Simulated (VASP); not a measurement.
Set up this calculation in VASP 6.6.1, as the native input.

| Quantity | Value |
| --- | --- |
| Task | relaxation of cell and atoms |
| Functional | PBE |
| Potentials or basis | VASP PAW PBE potentials, release 64 (Li_sv, Tb_3, H), 4f in core |
| Cutoff | 750 eV |
| k mesh | 8 × 8 × 8 |
| Occupations | gaussian, width 0.02 eV |
| Spin | no spin polarisation |
| Dipole correction | no |
| Mended | yes |
| Further INCAR settings | ALGO = Normal; EDIFF = 1e-07; IBRION = 2; EDIFFG = -0.01; NSW = 100; ISIF = 3 |

The structure of LiTbH4 lies in POSCAR:

```
LiTbH4
1.0
    0.0000000000      2.9699230886      2.9699230886
    2.9699230886      0.0000000000      2.9699230886
    2.9699230886      2.9699230886      0.0000000000
Li Tb H
1 1 4
Direct
    0.2500000000      0.2500000000      0.2500000000
    0.0000000000      0.0000000000      0.0000000000
    0.6265331293      0.6265331293      0.1204006122
    0.6265331293      0.1204006122      0.6265331293
    0.1204006122      0.6265331293      0.6265331293
    0.6265331293      0.6265331293      0.6265331293
```

The cell was built from a structure type or drawn by symmetry, and may not be a known phase.

The input as run:

INCAR

```
PREC     = Accurate       # precision mode
ENCUT    = 750            # plane-wave cutoff, eV
EDIFF    = 1E-7           # SCF threshold, eV
ISMEAR   = 0              # smearing method
SIGMA    = 0.02           # smearing width, eV
LREAL    = False          # projectors in reciprocal space
LASPH    = True           # aspherical terms in the spheres
NELM     = 200            # most SCF steps
ALGO     = Normal         # electronic algorithm
ISIF     = 3              # what is computed and relaxed
LWAVE    = False          # write WAVECAR
LCHARG   = False          # write CHGCAR
GGA      = PE             # functional
IBRION   = 2              # ionic algorithm
NSW      = 100            # ionic steps
EDIFFG   = -0.01          # ionic threshold
GGA_COMPAT= False        
NELMIN   = 4            
LMAXMIX  = 6              # l up to which the mixer works
```

KPOINTS

```
Automatic mesh
0
Gamma
  8 8 8
```

Potentials or basis: VASP PAW PBE potentials, release 64 (Li_sv, Tb_3, H), 4f in core.

The run is started by

```console
$ cat potpaw_PBE.64/Li_sv/POTCAR potpaw_PBE.64/Tb_3/POTCAR potpaw_PBE.64/H/POTCAR > POTCAR
$ mpirun -np 1 vasp_std > vasp.out
```

Results of the run:

```
Pressure after relaxing      : 0.1 GPa
Largest force after relaxing : 0.004 eV/Å
Band gap on the k mesh       : 0.65 eV (least direct gap 0.86 eV)
```

Caveat: the relaxation stopped at its first step, so nothing moved; spin-orbit coupling is left out, which moves the levels of the heavy elements; the 4f electrons are frozen in the core, so they carry no moment and show no levels.

Run time: 67 s on 1 thread of Intel(R) Xeon(R) Platinum 8375C CPU @ 2.90GHz (Ice Lake) (shared host), peak memory 0.24 GiB.
